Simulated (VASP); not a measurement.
Runs of VASP 6.6.1 on SrO (qrp). The structure is that of space group Fm-3m (No. 225), or close to it. The cells are those of the table. 

```tsv
task	cell	k mesh	smearing	gap on the mesh (eV)	pressure (GPa)	relaxed volume (Å³/atom)
single point	a = 3.717 Å, angles 60.0°, 2 atoms	6 × 6 × 6	gaussian 0.02 eV	3.41	0.3	-
relaxation of cell and atoms	relaxed from a = 3.717 Å, angles 60.0°, 2 atoms	8 × 8 × 8	gaussian 0.01 eV	3.41	0.0	18.25
single point	a = 3.717 Å, angles 60.0°, 2 atoms	8 × 8 × 8	gaussian 0.01 eV	3.41	0.3	-
single point	a = 3.650 Å, angles 60.0°, 2 atoms	6 × 6 × 6	gaussian 0.1 eV	(a)	5.2	-
relaxation of cell and atoms	relaxed from a = 3.650 Å, angles 60.0°, 2 atoms	6 × 6 × 6	gaussian 0.02 eV	3.41	0.0	18.25
```

Alike in all rows: level RPBE; potentials or basis VASP PAW PBE potentials, release 64 (Sr_sv, O); no spin polarisation; cutoff (eV) 600.

Task: Estimate the missing entries.

Result: (a) 3.39.

Caveats: the PAW data sets were made with another functional, which shifts forces and pressure a little.

A k mesh can miss the band edges, and the runs leave out spin-orbit coupling on Sr.
